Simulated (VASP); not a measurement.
SiC:

```
Si C
1.0
     3.07553    0.00000    0.00000
    -1.53776    2.66349    0.00000
     0.00000    0.00000    5.04739
Si C
2 2
Direct
  0.33333 0.66667 0.00457
  0.66667 0.33333 0.50457
  0.33333 0.66667 0.38043
  0.66667 0.33333 0.88043
```

Base run:

* Program: VASP 6.6.1
* Functional: r2SCAN
* Potentials or basis: VASP PAW PBE potentials, release 64 (Si, C)
* Cutoff: 520 eV
* k mesh: 8 × 8 × 6
* Occupations: gaussian, width 0.05 eV
* Spin: no spin polarisation

Its results: band gap on the k mesh 2.92 eV, indirect (least direct gap 4.48 eV); pressure -0.2 GPa.

**Question.** The run is repeated on the same cell with these changes: dispersion from none to D4. What comes out?

**Answer.** Band gap on the k mesh 2.92 eV, indirect (least direct gap 4.48 eV); pressure -1.7 GPa.

Dispersion adds attraction, which lowers the pressure at fixed volume and, as a term added to the energy, leaves the levels alone.

Caveats: the PAW data sets were made with another functional, which shifts forces and pressure a little.

A k mesh can miss the band edges.
